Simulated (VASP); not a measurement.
# CuSi16 (a cell with a defect) in VASP: single point with PBE

Aim: the single point of CuSi16 (a cell with a defect) with PBE.

Program: VASP 6.6.1. These are calculated values, not measurements. Logs are shortened: lines on timing, memory, paths and dates and some standing lists are left out, and cuts for length are marked.

## 1. The cell of the first run

The cell holds a defect, 17 atoms: a = 7.679 Å, b = 7.679 Å, c = 7.679 Å, α = 60.00°, β = 60.00°, γ = 60.00°.

## 2. Single point, PBE, collinear spin

File INCAR:

```
SYSTEM = CuSi16
  PREC = Accurate
  ENCUT = 520
  EDIFF = 1E-7
  ISMEAR = -1
  SIGMA = 0.05
  LREAL = Auto
  LASPH = .True.
  NELM = 150
  ALGO = Normal
  ISIF = 2
  LWAVE = .False.
  LCHARG = .False.
  ISPIN = 2
  MAGMOM = 0 0 0 0 0 0 0 0 0 0 0 0 0 0 0 0 1
  LORBIT = 11
  LMAXMIX = 4
  GGA = PE
  NBANDS = 56
```

File KPOINTS:

```
Automatic mesh
0
Gamma
  2 2 2
  0 0 0
```

File POSCAR:

```
CuSi16
1.0
    0.0000000000      5.4300000000      5.4300000000
    5.4300000000      0.0000000000      5.4300000000
    5.4300000000      5.4300000000      0.0000000000
Si Cu
16 1
Direct
    0.0009851237     -0.0017242920      0.0010040034
    0.1242535100      0.1260697935      0.1242674954
    0.0025221507     -0.0012890014      0.4985988424
    0.1335840535      0.1218700061      0.6221606699
   -0.0007499237      0.4997143820     -0.0007374917
    0.1239292628      0.6239438904      0.1239424447
    0.0016259116      0.5002228068      0.4982881877
    0.1245465010      0.6243752124      0.6255598060
    0.4985848359     -0.0012900294      0.0025387853
    0.6221419635      0.1218657600      0.1336096703
    0.5024761571     -0.0006612901      0.5025013284
    0.6247337591      0.1241289992      0.6247491176
    0.4982749198      0.5002203227      0.0016420114
    0.6255477260      0.6243742327      0.1245597956
    0.4988810220      0.5015939747      0.4988942749
    0.6232535796      0.6303284645      0.6232677307
    0.7537451474      0.2493318678      0.7537745279
```

Potentials or basis: VASP PAW PBE potentials, release 64 (Si, Cu).

The run is started by

```console
cat potpaw_PBE.64/Si/POTCAR potpaw_PBE.64/Cu/POTCAR > POTCAR
mpirun -np 1 vasp_std > vasp.out
```

OUTCAR:

```text
SYSTEM = CuSi16
   PREC = Accurate
   ENCUT = 520
   EDIFF = 1E-7
   ISMEAR = -1
   LREAL = Auto
   LASPH = .True.
   NELM = 150
   ISIF = 2
   ISPIN = 2
   LORBIT = 11
   GGA = PE

 ion  position               nearest neighbor table
   1  0.001  0.998  0.001-   2 2.35   6 2.35  10 2.38   4 2.38  17 2.69
   2  0.124  0.126  0.124-   5 2.34   1 2.35   3 2.35   9 2.35
   3  0.003  0.999  0.499-   2 2.35   8 2.35  12 2.37   4 2.37  17 2.75
   4  0.134  0.122  0.622-  11 2.31   3 2.37   7 2.37   1 2.38  17 2.38
   5  0.999  0.500  0.999-   6 2.34   2 2.34  14 2.34   8 2.34
   6  0.124  0.624  0.124-   5 2.34   1 2.35  13 2.35   7 2.35
   7  0.002  0.500  0.498-   8 2.35   6 2.35  16 2.37   4 2.37  17 2.71
   8  0.125  0.624  0.626-   5 2.34  15 2.35   3 2.35   7 2.35
   9  0.499  0.999  0.003-   2 2.35  14 2.35  12 2.37  10 2.37  17 2.75
  10  0.622  0.122  0.134-  11 2.31   9 2.37  13 2.37   1 2.38  17 2.38
  11  0.502  0.999  0.503-  10 2.31   4 2.31  16 2.31  12 2.32
  12  0.625  0.124  0.625-  11 2.32  15 2.37   3 2.37   9 2.37  17 2.40
  13  0.498  0.500  0.002-  14 2.35   6 2.35  16 2.37  10 2.37  17 2.71
  14  0.626  0.624  0.125-   5 2.34  15 2.35   9 2.35  13 2.35
  15  0.499  0.502  0.499-  14 2.35   8 2.35  12 2.37  16 2.37  17 2.77
  16  0.623  0.630  0.623-  11 2.31  15 2.37   7 2.37  13 2.37  17 2.39
  17  0.754  0.249  0.754-  10 2.38   4 2.38  16 2.39  12 2.40   1 2.69  13 2.71   7 2.71   9 2.75
                             3 2.75  15 2.77

  LATTYP: Found a face centered cubic cell.
 ALAT       =    10.8600000000

  Lattice vectors:

 A1 = (   0.0000000000,   5.4300000000,   5.4300000000)
 A2 = (   5.4300000000,   0.0000000000,   5.4300000000)
 A3 = (   5.4300000000,   5.4300000000,   0.0000000000)

Analysis of symmetry for initial positions (statically):
=====================================================================
 Subroutine PRICEL returns:
 Original cell was already a primitive cell.

 Routine SETGRP: Setting up the symmetry group for a
 face centered cubic supercell.

 Subroutine GETGRP returns: Found  1 space group operations
 (whereof  1 operations were pure point group operations)
 out of a pool of 48 trial point group operations.

The static configuration has the point symmetry C_1 .

Analysis of symmetry for dynamics (positions and initial velocities):
=====================================================================
 Subroutine PRICEL returns:
 Original cell was already a primitive cell.

 Routine SETGRP: Setting up the symmetry group for a
 face centered cubic supercell.

 Subroutine GETGRP returns: Found  1 space group operations
 (whereof  1 operations were pure point group operations)
 out of a pool of 48 trial point group operations.

The dynamic configuration has the point symmetry C_1 .

Analysis of structural, dynamic, and magnetic symmetry:
=====================================================================
 Subroutine PRICEL returns:
 Original cell was already a primitive cell.

 Routine SETGRP: Setting up the symmetry group for a
 face centered cubic supercell.

 Subroutine GETGRP returns: Found  1 space group operations
 (whereof  1 operations were pure point group operations)
 out of a pool of 48 trial point group operations.

The overall configuration has the point symmetry C_1 .

 Subroutine INISYM returns: Found  1 space group operations
 (whereof  1 operations are pure point group operations),
 and found     1 'primitive' translations

----------------------------------------------------------------------------------------

                                     Primitive cell

  volume of cell :     320.2060

  direct lattice vectors                    reciprocal lattice vectors
     0.000000000  5.430000000  5.430000000    -0.092081031  0.092081031  0.092081031
     5.430000000  0.000000000  5.430000000     0.092081031 -0.092081031  0.092081031
     5.430000000  5.430000000  0.000000000     0.092081031  0.092081031 -0.092081031

  length of vectors
[... 78 lines left out ...]
   number of dos      NEDOS =    301   number of ions     NIONS =     17
   total plane-waves  NPLWV = 216000
   dimension x,y,z NGX =    60 NGY =   60 NGZ =   60
   dimension x,y,z NGXF=   120 NGYF=  120 NGZF=  120
   ions per type =              16   1
   NGX,Y,Z   is equivalent  to a cutoff of  12.99, 12.99, 12.99 a.u.
   NGXF,Y,Z  is equivalent  to a cutoff of  25.98, 25.98, 25.98 a.u.
 SYSTEM =  CuSi16
   PREC   = accura    normal or accurate (medium, high low for compatibility)
   ISTART =      0    job   : 0-new  1-cont  2-samecut
   ICHARG =      2    charge: 1-file 2-atom 10-const
   ISPIN  =      2    spin polarized calculation?
   LNONCOLLINEAR =      F non collinear calculations
   LSORBIT =      F    spin-orbit coupling
   LASPH  =      T    aspherical Exc in radial PAW
   ENCUT  =  520.0 eV  38.22 Ry    6.18 a.u.  14.28 14.28 14.28*2*pi/ulx,y,z
   NELM   =    150;   NELMIN=  2; NELMDL= -5     # of ELM steps
   EDIFF  = 0.1E-06   stopping-criterion for ELM
   LREAL  =      T    real-space projection
   EDIFFG = 0.1E-05   stopping-criterion for IOM
   NSW    =      0    number of steps for IOM
   IBRION =     -1    ionic relax: 0-MD 1-quasi-New 2-CG
   NFREE  =      0    steps in history (QN), initial steepest desc. (CG)
   ISIF   =      2    stress and relaxation
   ISYM   =      2    0-nonsym 1-usesym 2-fastsym
   POTIM  = 0.5000    time-step for ionic-motion
   TEBEG  =    0.0;   TEEND  =   0.0 temperature during run
   PSTRESS=    0.0 pullay stress
   NELECT =      75.0000    total number of electrons
   NUPDOWN=      -1.0000    fix difference up-down
   EMIN   =  10.00;   EMAX   =-10.00  energy-range for DOS
   EFERMI =   0.00;   METHOD = LEGACY
   ISMEAR =    -1;   SIGMA  =   0.05  broadening in eV -4-tet -1-fermi 0-gaus
   EFERMI_NEDOS =   21; number of points for ismear=-14 and -15
   IALGO  =     38    algorithm
   IMIX   =      4    mixing-type and parameters
     AMIX     =   0.40;   BMIX     =  1.00
     AMIX_MAG =   1.60;   BMIX_MAG =  1.00
  volume/ion in A,a.u.               =      18.84       127.11
  Fermi-wavevector in a.u.,A,eV,Ry     =   1.009142  1.907001 13.855720  1.018367
  Thomas-Fermi vector in A             =   2.142052
   LORBIT       =     11    0 simple, 1 ext, 2 COOP (PROOUT), +10 PAW based schemes
   GGA     = PE    functional components
   LHFCALC =     F    Hartree Fock is set to
   AEXX    =    0.0000 exact exchange contribution
   IVDW    =     0    specifies the selected vdW correction
   LEPSILON=     F    determine dielectric tensor
   LRPA    =     F    only Hartree local field effects (RPA)
 spin polarized calculation
  energy-cutoff  :      520.00
  volume of cell :      320.21
 maximum number of plane-waves:      8646
 NGX is ok and might be reduce to    60
   NGX = 29   NGY = 29   NGZ = 29

 number of electron      75.0000001 magnetization       0.0006583

 number of electron      75.0000001 magnetization      -0.0000246

 Free energy of the ion-electron system (eV)
  ---------------------------------------------------
  ext. energy  EPLUGINS =         0.00000000
  ---------------------------------------------------
  free energy    TOTEN  =       -87.49236270 eV

  energy without entropy =      -87.42180007  energy(sigma->0) =      -87.45708138

 E-fermi :   6.8788     XC(G=0):  -9.6681

 val. band max:        6.8770967417   @ k =   0.5000   0.0000   0.0000
 cond. band min:       6.8808232529   @ k =   0.0000   0.5000   0.0000
 fundamental gap:      0.0037265112
 Fermi energy:         6.8788251032

 spin component 1

 k-point     1 :       0.0000    0.0000    0.0000
  band No.  band energies     occupation
      1      -5.9325      1.00000
      2      -3.5391      1.00000
      3      -3.5390      1.00000
      4      -3.5363      1.00000
      5      -3.5292      1.00000
      6      -2.0349      1.00000
[... 405 lines left out ...]
     48      10.4672      0.00000
     49      10.4789      0.00000
 Fermi energy:         6.8788251032

 spin component 2

 k-point     1 :       0.0000    0.0000    0.0000
  band No.  band energies     occupation
      1      -5.9325      1.00000
      2      -3.5391      1.00000
      3      -3.5390      1.00000
      4      -3.5363      1.00000
      5      -3.5292      1.00000
      6      -2.0349      1.00000
[... 405 lines left out ...]
     48      10.4672      0.00000
     49      10.4789      0.00000
 [bands above 49 left out]

------------------------ aborting loop because EDIFF is reached ----------------------------------------

  FORCE on cell =-STRESS in cart. coord.  units (eV):
  Direction    XX          YY          ZZ          XY          YZ          ZX
  --------------------------------------------------------------------------------------
  -------------------------------------------------------------------------------------
  Total        8.5434979      8.5486542      8.5437105     -0.0634198     -0.0635497     -0.1271147
  in kB       42.7480997     42.7738999     42.7491638     -0.3173260     -0.3179763     -0.6360289
  external PRESSURE =      42.7570545 kB  Pullay stress =       0.0000000 kB

 VOLUME and BASIS-vectors are now :
 -----------------------------------------------------------------------------
  energy-cutoff  :      520.00
  volume of cell :      320.21
      direct lattice vectors                 reciprocal lattice vectors
     0.000000000  5.430000000  5.430000000    -0.092081031  0.092081031  0.092081031
     5.430000000  0.000000000  5.430000000     0.092081031 -0.092081031  0.092081031
     5.430000000  5.430000000  0.000000000     0.092081031  0.092081031 -0.092081031

 POSITION                                       TOTAL-FORCE (eV/Angst)
 -----------------------------------------------------------------------------------
      5.42609      0.01080      5.42599         0.000145      0.003208      0.000024
      1.35933      1.34947      1.35926         0.002542      0.001744      0.002557
      8.13039      2.72109      5.43670        -0.003502     -0.000501     -0.001026
      4.04009      4.10369      1.38712        -0.007806      0.011265      0.006730
      8.13944     10.85192      8.13938        -0.000757     -0.001728     -0.000725
      4.06102      1.34594      4.06095        -0.005062     -0.003697     -0.005058
[... 9 lines left out ...]
      6.80703      6.76861      6.80695         0.006186     -0.011177      0.006176
      5.44687      8.18583      5.44671         0.000544     -0.001327      0.000483
 -----------------------------------------------------------------------------------
    total drift:                                0.010038      0.009652      0.010775

  FREE ENERGIE OF THE ION-ELECTRON SYSTEM (eV)
  ---------------------------------------------------
  free  energy   TOTEN  =       -87.4923627008 eV

  energy  without entropy=      -87.4218000681  energy(sigma->0) =      -87.45708138

 total charge

# of ion       s       p       d       tot
------------------------------------------
    1        0.736   0.948   0.000   1.684
    2        0.741   0.955   0.000   1.696
    3        0.737   0.948   0.000   1.685
    4        0.732   0.968   0.000   1.700
    5        0.739   0.963   0.000   1.702
    6        0.741   0.954   0.000   1.696
[... 9 lines left out ...]
   16        0.732   0.969   0.000   1.701
   17        0.469   0.398   9.228  10.094
--------------------------------------------------
tot         12.293  15.690   9.228  37.211

 magnetization (x)

# of ion       s       p       d       tot
------------------------------------------
    1       -0.000  -0.000   0.000  -0.000
    2       -0.000   0.000   0.000  -0.000
    3       -0.000  -0.000   0.000  -0.000
    4       -0.000   0.000   0.000   0.000
    5        0.000   0.000   0.000   0.000
    6       -0.000   0.000   0.000  -0.000
[... 9 lines left out ...]
   16       -0.000   0.000   0.000  -0.000
   17       -0.000  -0.000   0.000  -0.000
--------------------------------------------------
tot         -0.000  -0.000   0.000  -0.000
```

It took 14 min on 1 thread of Intel Xeon Platinum 8488C (Sapphire Rapids), shared host; peak memory 0.73 GiB.

Results:

- Free energy: -87.4924 eV
- Pressure: 4.3 GPa
- Largest force: 0.015 eV/Å
- Net moment: 0.00 μB per cell
- Valence electrons inside the program's atomic spheres: Si 1.68, 1.70, 1.69, 1.72 (each value once); Cu 10.09

Forces on the atoms (eV/Å):
```
Si   0.000  0.003  0.000
Si   0.003  0.002  0.003
Si  -0.004 -0.001 -0.001
Si  -0.008  0.011  0.007
Si  -0.001 -0.002 -0.001
Si  -0.005 -0.004 -0.005
Si   0.000  0.000  0.004
Si   0.004  0.003 -0.001
Si  -0.001 -0.001 -0.003
Si   0.007  0.011 -0.008
Si  -0.001 -0.004 -0.001
Si  -0.003 -0.006 -0.003
Si   0.004  0.000  0.000
Si  -0.001  0.003  0.004
Si  -0.001 -0.004 -0.001
Si   0.006 -0.011  0.006
Cu   0.001 -0.001  0.000
```

Caveat: the k points lie up to 0.50 Å⁻¹ apart.
